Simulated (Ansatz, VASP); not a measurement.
# Pt: VASP beside Ansatz

```
Pt
1.0
     0.00000   -3.13897    0.00000
    -3.13897    0.00000    0.00000
     0.00000    0.00000   -3.13897
Pt
2
Cartesian
  -1.6850 -1.6850 -1.6850
  0.1155 0.1155 0.1155
```

Change from the starting cell: mode 4 (144.5 1/cm) frozen in, largest displacement -0.200 Å.

Alike in both runs: task single point; functional r2SCAN; k mesh 20 × 20 × 20; occupations gaussian, width 0.15 eV; no spin polarisation.

```csv
,VASP,Ansatz
version,VASP 6.6.1,Ansatz 0.2.0
potentials or method,"VASP PAW PBE potentials, release 64 (Pt), cutoff 520 eV","scalar-relativistic, plane waves, PAW"
valence electrons in the cell,20,36
```

```tsv
	VASP	Ansatz	Ansatz less VASP
gap on the k mesh at the Fermi level (eV)	none	none	-
pressure (GPa)	20.3	19.7	-0.60
traceless stress, the component that is largest in VASP (GPa)	12.65	12.74	+0.092
rms of the force components (eV/Å)	2.976	2.966	-0.0099
```

VASP's potentials were made for PBE, not for r2SCAN. Atom by atom the forces differ by 0.010 eV/Å (rms over components). A gap of «none» marks a metal or a gap that the smearing closes. The functional is the same, so the differences come from potentials, cutoffs and numerics. VASP's potentials hold 20 valence electrons a cell and Ansatz's 36, so a difference there can come from the potentials and not from the codes.

Neither program's run includes spin-orbit coupling.
